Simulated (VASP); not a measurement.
BN (zincblende type), 2 atoms in the cell. The structure is cubic, space group F-43m (No. 216). Conventional cell: a = 3.600 Å, b = 3.600 Å, c = 3.600 Å, α = 90.00°, β = 90.00°, γ = 90.00°. B (site symmetry -43m) has 4 N at 1.56 Å within 2.1 Å. N (site symmetry -43m) has 4 B at 1.56 Å within 2.1 Å.  This cell differs from its parent crystal: volume scaled by 0.98.

```yaml
Program: VASP 6.6.1
Task: single point
Functional: PBE
Potentials_or_basis: VASP PAW PBE potentials, release 64 (B, N)
Cutoff: 520 eV
k_mesh: 16 × 16 × 16
Occupations: fermi-dirac, width 0.03 eV
Spin: no spin polarisation
Dipole_correction: no
Further_INCAR_settings: ALGO = Normal; EDIFF = 1e-06; NBANDS = 11
```

Potentials or basis: VASP PAW PBE potentials, release 64 (B, N).

Launch:

```bash
$ cat potpaw_PBE.64/B/POTCAR potpaw_PBE.64/N/POTCAR > POTCAR
$ mpirun -np 1 vasp_std > vasp.out
```

Hardware: 1 thread of Intel(R) Xeon(R) Platinum 8488C (Sapphire Rapids), on a shared host.

Question: Estimate the wall time of this run.

Answer: It took 12 s on 1 thread of Intel(R) Xeon(R) Platinum 8488C (Sapphire Rapids), with other jobs on the host, peak memory 0.13 GiB. Counts: scf iterations 12, k points 145.
